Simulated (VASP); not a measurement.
# Al9O in VASP: notebook, part 2 of 2

VASP 6.6.1. The steps go on from the part before.

## (3) Single point, PBE

INCAR

```
PREC = Accurate
ENCUT = 520
EDIFF = 1E-7
ISMEAR = 0
SIGMA = 0.1
LREAL = False
LASPH = True
NELM = 100
ALGO = Normal
ISIF = 2
LWAVE = False
LCHARG = False
LDIPOL = True
IDIPOL = 3
DIPOL = 0.5 0.5 0.422
GGA = PE
NBANDS = 28
```

KPOINTS

```
regular mesh
0
Gamma
  9 9 1
```

POSCAR

```
Al9O
1.0
    2.8535431555      0.0000000000      0.0000000000
   -1.4267715777      2.4712408634      0.0000000000
    0.0000000000      0.0000000000     34.2605579378
Al O
9 1
Direct
    0.3333333333      0.6666666667      0.1167523310
    0.0000000000      0.0000000000      0.1852090283
    0.6666666667      0.3333333333      0.2536657256
    0.0000000000      0.0000000000      0.3221224229
    0.3333333333      0.6666666667      0.3899858424
    0.0000000000      0.0000000000      0.4578168570
    0.6666666667      0.3333333333      0.5268325032
    0.0000000000      0.0000000000      0.5950901729
    0.3333333333      0.6666666667      0.6643370484
    0.3333333333      0.8333333333      0.7108857588
```

Potentials or basis: VASP PAW PBE potentials, release 64 (Al, O).

Run with:

```console
cat potpaw_PBE.64/Al/POTCAR potpaw_PBE.64/O/POTCAR > POTCAR
mpirun -np 1 vasp_std > vasp.out
```

OUTCAR:

```text
PREC = Accurate
   ENCUT = 520
   EDIFF = 1E-7
   ISMEAR = 0
   LREAL = False
   LASPH = True
   NELM = 100
   ISIF = 2
   GGA = PE

 ion  position               nearest neighbor table
   1  0.333  0.667  0.117-   2 2.87   2 2.87   2 2.87
   2  0.000  0.000  0.185-   1 2.87   3 2.87   1 2.87   3 2.87   3 2.87   1 2.87
   3  0.667  0.333  0.254-   2 2.87   4 2.87   2 2.87   4 2.87   2 2.87   4 2.87
   4  0.000  0.000  0.322-   5 2.85   5 2.85   5 2.85   3 2.87   3 2.87   3 2.87
   5  0.333  0.667  0.390-   6 2.85   6 2.85   6 2.85   4 2.85   4 2.85   4 2.85
   6  0.000  0.000  0.458-   5 2.85   5 2.85   5 2.85   7 2.88   7 2.88   7 2.88
   7  0.667  0.333  0.527-   8 2.86   8 2.86   8 2.86   6 2.88   6 2.88   6 2.88
   8  0.000  0.000  0.595-   7 2.86   7 2.86   7 2.86   9 2.89   9 2.89   9 2.89
   9  0.333  0.667  0.664-  10 1.66   8 2.89   8 2.89   8 2.89
  10  0.333  0.833  0.711-   9 1.66

  LATTYP: Found a hexagonal cell.
 ALAT       =     2.8535431555
 C/A-ratio  =    12.0063219902

  Lattice vectors:

 A1 = (   2.8535431555,   0.0000000000,   0.0000000000)
 A2 = (  -1.4267715777,   2.4712408634,   0.0000000000)
 A3 = (   0.0000000000,   0.0000000000,  34.2605579378)

Analysis of symmetry for initial positions (statically):
=====================================================================
 Subroutine PRICEL returns:
 Original cell was already a primitive cell.

 Routine SETGRP: Setting up the symmetry group for a
 hexagonal supercell.

 Subroutine GETGRP returns: Found  1 space group operations
 (whereof  1 operations were pure point group operations)
 out of a pool of 24 trial point group operations.

The static configuration has the point symmetry C_1 .

Analysis of symmetry for dynamics (positions and initial velocities):
=====================================================================
 Subroutine PRICEL returns:
 Original cell was already a primitive cell.

 Routine SETGRP: Setting up the symmetry group for a
 hexagonal supercell.

 Subroutine GETGRP returns: Found  1 space group operations
[... 155 lines left out ...]
 NGX is ok and might be reduce to    24
   NGX = 11   NGY = 11   NGZ =127

 number of electron      32.9999995 magnetization

 dipolmoment           0.000000      0.000000      0.219094 electrons x Angstroem

 Free energy of the ion-electron system (eV)
  ---------------------------------------------------
  ext. energy  EPLUGINS =         0.00000000
  ---------------------------------------------------
  free energy    TOTEN  =       -38.22931111 eV

  energy without entropy =      -38.19681591  energy(sigma->0) =      -38.21306351

 E-fermi :   2.3869     XC(G=0):  -7.0980

 val. band max:        2.3732682039   @ k =  -0.1111  -0.4444   0.0000
 cond. band min:       2.3876046381   @ k =  -0.2222  -0.4444   0.0000
 fundamental gap:      0.0143364343
 Fermi energy:         2.3868797955

 k-point     1 :       0.0000    0.0000    0.0000
  band No.  band energies     occupation
      1     -14.6652      2.00000
      2      -8.6883      2.00000
      3      -8.4113      2.00000
      4      -8.0406      2.00000
      5      -7.4505      2.00000
      6      -6.7235      2.00000
[... 733 lines left out ...]
     27       6.2433      0.00000
     28       6.4179      0.00000

 [... further k-points ...]

------------------------ aborting loop because EDIFF is reached ----------------------------------------

 vacuum level on the upper side and lower side of the slab       (xc-potential included)         2.673        -2.891

  FORCE on cell =-STRESS in cart. coord.  units (eV):
  Direction    XX          YY          ZZ          XY          YZ          ZX
  --------------------------------------------------------------------------------------
  -------------------------------------------------------------------------------------
  Total        0.4580886      0.3737467     -0.1344845     -0.0469547      1.5918865     -0.8671739
  in kB        3.0378483      2.4785292     -0.8918442     -0.3113834     10.5567136     -5.7507278
  external PRESSURE =       1.5415111 kB  Pullay stress =       0.0000000 kB

 VOLUME and BASIS-vectors are now :
 -----------------------------------------------------------------------------
  energy-cutoff  :      520.00
  volume of cell :      241.60
      direct lattice vectors                 reciprocal lattice vectors
     2.853543156  0.000000000  0.000000000     0.350441520  0.202327506  0.000000000
    -1.426771578  2.471240863  0.000000000     0.000000000  0.404655012  0.000000000
     0.000000000  0.000000000 34.260557938     0.000000000  0.000000000  0.029188083

 POSITION                                       TOTAL-FORCE (eV/Angst)
 -----------------------------------------------------------------------------------
     -0.00000      1.64749      4.00000        -0.000533      0.000734     -0.052125
      0.00000      0.00000      6.34536         0.004069     -0.000992      0.034650
      1.42677      0.82375      8.69073        -0.001421     -0.004905     -0.015101
      0.00000      0.00000     11.03609         0.004714     -0.001466     -0.024526
     -0.00000      1.64749     13.36113        -0.000958      0.002088      0.037460
      0.00000      0.00000     15.68506        -0.005907      0.001653      0.166640
      1.42677      0.82375     18.04958         0.002524      0.012913     -0.253840
      0.00000      0.00000     20.38812        -0.039269      0.013317      0.357070
     -0.00000      1.64749     22.76056         0.605281     -1.043668     -0.339329
     -0.23780      2.05937     24.35534        -0.568500      1.020327      0.089100
 -----------------------------------------------------------------------------------
    total drift:                                0.000177     -0.000129      0.000091

  FREE ENERGIE OF THE ION-ELECTRON SYSTEM (eV)
  ---------------------------------------------------
  free  energy   TOTEN  =       -38.2293111064 eV

  energy  without entropy=      -38.1968159125  energy(sigma->0) =      -38.21306351

 vacuum level on the upper side and lower side of the slab        11.958         6.303
```

OSZICAR:

```text
N       E                     dE             d eps       ncg     rms          rms(c)
DAV:   1     0.101655722601E+03    0.10166E+03   -0.11348E+04  2304   0.903E+02
DAV:   2    -0.275461078936E+02   -0.12920E+03   -0.11880E+03  3040   0.157E+02
DAV:   3    -0.419620599325E+02   -0.14416E+02   -0.14071E+02  3096   0.484E+01
[... 36 lines left out ...]
DAV:  40    -0.382293105021E+02   -0.14033E-05   -0.84937E-08  1856   0.120E-03    0.164E-03
DAV:  41    -0.382293108780E+02   -0.37590E-06   -0.23676E-08  1812   0.660E-04    0.117E-03
DAV:  42    -0.382293109782E+02   -0.10016E-06   -0.87268E-09  1504   0.412E-04    0.962E-04
DAV:  43    -0.382293110941E+02   -0.11589E-06   -0.17805E-08  1580   0.504E-04    0.551E-04
DAV:  44    -0.382293111064E+02   -0.12285E-07   -0.33436E-09  1484   0.285E-04
   1 F= -.38229311E+02 E0= -.38213064E+02  d E =-.324952E-01
```

Run time: 17 min. Hardware: 1 thread of Intel Xeon Platinum 8488C (Sapphire Rapids), shared host; peak memory 0.48 GiB.

Results:

```
Free energy            : -38.2293 eV
Largest force          : 1.253 eV/Å
Band gap on the k mesh : zero (an odd number of electrons rules out a gap without spin polarisation)
```

Forces on the atoms (eV/Å):
```
Al  -0.001  0.001 -0.052
Al   0.004 -0.001  0.035
Al  -0.001 -0.005 -0.015
Al   0.005 -0.001 -0.025
Al  -0.001  0.002  0.037
Al  -0.006  0.002  0.167
Al   0.003  0.013 -0.254
Al  -0.039  0.013  0.357
Al   0.605 -1.044 -0.339
O   -0.569  1.020  0.089
```

Levels at points of the mesh, in eV from the Fermi level:
| k point | band 13 | band 14 | band 15 | band 16 | band 17 | band 18 | band 19 | band 20 |
| --- | --- | --- | --- | --- | --- | --- | --- | --- |
| (0.00, 0.00, 0.00) | -1.38 | -0.10 | 0.33 | 0.33 | 1.46 | 2.92 | 4.05 | 5.16 |

Caveat: an odd number of electrons without spin polarisation forces a metal; a magnetic or distorted state may lie lower.

## (4) Single point, PBE

INCAR

```
SYSTEM = Al9O
  ALGO = Normal
  DIPOL = 0.5 0.5 0.420
  EDIFF = 1E-7
  ENCUT = 520
  GGA = PE
  IDIPOL = 3
  ISIF = 2
  ISMEAR = 0
  LASPH = .TRUE.
  LCHARG = .TRUE.
  LDIPOL = .TRUE.
  LELF = .TRUE.
  LREAL = .FALSE.
  LVACPOTAV = .TRUE.
  LVHAR = .TRUE.
  LWAVE = .FALSE.
  NBANDS = 28
  NELM = 60
  PREC = Accurate
  SIGMA = 0.1
```

KPOINTS

```
k-points
0
G
  9 9 1
  0 0 0
```

POSCAR, as its differences from that of step 3:

```diff
@@ -17,2 +17,2 @@
     0.3333333333      0.6666666667      0.6643370484
-    0.3333333333      0.8333333333      0.7108857588
+    0.5000000000      1.3333333333      0.6926154133
```

Run with:

```console
cat potpaw_PBE.64/Al/POTCAR potpaw_PBE.64/O/POTCAR > POTCAR
mpirun -np 1 vasp_std > vasp.out
```

Wall time 12 min (1 thread of Intel Xeon Platinum 8488C (Sapphire Rapids), shared host); peak memory 0.49 GiB.

Results (log left out):

* Free energy: -41.0826 eV
* Largest force: 5.822 eV/Å
* Band gap on the k mesh: zero (an odd number of electrons rules out a gap without spin polarisation)

Forces in eV/Å, atoms in the order of the input:
```
Al   0.001  0.000 -0.074
Al  -0.001 -0.001  0.039
Al   0.001  0.000 -0.048
Al   0.000  0.000  0.026
Al   0.002 -0.003  0.017
Al   0.015  0.005  0.112
Al  -0.002  0.004 -0.125
Al  -0.082 -0.023  0.049
Al  -4.526  3.598 -0.046
O    4.592 -3.579  0.048
```

Levels at points of the mesh, in eV from the Fermi level:
```
           k point  band 14  band 15  band 16  band 17  band 18  band 19
(0.00, 0.00, 0.00)    -1.59    -1.12     0.38     1.91     3.28     4.28
```

Caveat: an odd number of electrons without spin polarisation forces a metal; a magnetic or distorted state may lie lower.

## (5) The runs side by side

| cell | gap on the mesh (eV) | largest force (eV/Å) |
| --- | --- | --- |
| as given, atomic positions A | none | 4.40 |
| as given, atomic positions B | none | 1.25 |
| as given, atomic positions C | none | 5.82 |

Alike in all rows: task single point; level PBE; potentials or basis VASP PAW PBE potentials, release 64 (Al, O); no spin polarisation; k mesh 9 × 9 × 1; cutoff (eV) 520; smearing gaussian 0.1 eV.

Caveats: an odd number of electrons without spin polarisation forces a metal; a magnetic or distorted state may lie lower.

Absolute energies hang on the potentials; compare differences alone.
